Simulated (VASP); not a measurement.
## TiPd3: electric field gradients with LDA

TiPd3:

```
Ti Pd
1.0
     3.78180    0.00000    0.00000
     0.00000    3.78180    0.00000
     0.00000    0.00000    3.82000
Ti Pd
1 3
Direct
  0.00000 0.00000 0.00000
  0.00000 0.50000 0.50000
  0.50000 0.00000 0.50000
  0.50000 0.50000 0.00000
```

This cell differs from its parent crystal: equal xx and yy strain of -1 %.

```
Program                : VASP 6.6.1
Task                   : electric field gradients
Functional             : LDA
Potentials or basis    : VASP PAW LDA potentials, release 64 (Ti_sv, Pd)
Cutoff                 : 520 eV
k mesh                 : 11 × 11 × 11
Occupations            : fermi-dirac, width 0.05 eV
Spin                   : no spin polarisation
Dipole correction      : no
Further INCAR settings : ALGO = Normal; EDIFF = 1e-08; NBANDS = 29
```

```
Pressure                                : 7.8 GPa
Band gap on the k mesh                  : zero (bands 21 and 22 overlap by 1.39 eV)
Largest electric field gradient by atom : Ti +0.5; Pd -64.6, -64.1 (each value once) V/Å²
```

Stress tensor (GPa, compression positive):
```
8.39 0.00 0.00
0.00 8.39 0.00
0.00 0.00 6.65
```

Levels at points of the mesh, in eV from the Fermi level:
| k point | band 19 | band 20 | band 21 | band 22 | band 23 | band 24 |
| --- | --- | --- | --- | --- | --- | --- |
| (0.00, 0.00, 0.00) | -0.63 | -0.54 | 1.23 | 1.25 | 1.94 | 1.94 |

Electric field gradients, principal values (V/Å²):
```tsv
atom	least	middle	greatest (by size)
1 Ti	-0.237	-0.237	0.474
2 Pd	29.612	34.988	-64.600
3 Pd	29.612	34.988	-64.600
4 Pd	32.048	32.048	-64.096
```

It took 90 s on 1 thread of Intel(R) Xeon(R) 6975P-C (Granite Rapids) (shared host), peak memory 0.27 GiB.

Caveat: the cell differs from its parent crystal (equal xx and yy strain of -1 %); the cell stands under pressure; without QUAD_EFG the Cq values of the log hold for a quadrupole moment of 1 mb, not for the nuclei.
